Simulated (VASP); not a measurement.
Wanted: the native input for a VASP 6.6.1 run.

* Task: single point
* Functional: PBE
* Potentials or basis: VASP PAW PBE potentials, release 64 (Ir)
* Cutoff: 520 eV
* k mesh: 11 × 11 × 11
* Occupations: fermi-dirac, width 0.1 eV
* Spin: no spin polarisation
* Dipole correction: no
* Further INCAR settings: ALGO = Normal; EDIFF = 1e-07; NBANDS = 16

The structure of Ir lies in POSCAR:

```
Ir
1.0
    0.0000000000      2.7850764244      2.7850764244
    2.7850764244      0.0000000000      2.7850764244
    2.7850764244      2.7850764244      0.0000000000
Ir
2
Direct
    0.1250000000      0.1250000000      0.1250000000
    0.8750000000      0.8750000000      0.8750000000
```

One way to write it, as run:

INCAR

```
  ALGO = Normal
  EDIFF = 1E-7
  ENCUT = 520
  GGA = PE
  ISIF = 2
  ISMEAR = -1
  LASPH = T
  LCHARG = T
  LELF = T
  LREAL = F
  LVHAR = T
  LWAVE = F
  NBANDS = 16
  NELM = 60
  PREC = Accurate
  SIGMA = 0.1
```

KPOINTS

```
k-points
0
Gamma
  11 11 11
```

Potentials or basis: VASP PAW PBE potentials, release 64 (Ir).

Launch:

```bash
$ cat potpaw_PBE.64/Ir/POTCAR > POTCAR
$ mpirun -np 1 vasp_std > vasp.out
```

Results of the run:

```
Pressure               : -0.4 GPa
Band gap on the k mesh : zero (band 9 reaches 6.12 eV, above the bottom of band 10 at 4.69 eV)
```

Caveat: spin-orbit coupling is left out, which moves the levels of the heavy elements.

Wall time 20 s on 1 thread of Intel(R) Xeon(R) 6975P-C (Granite Rapids) (shared host), peak memory 0.19 GiB.
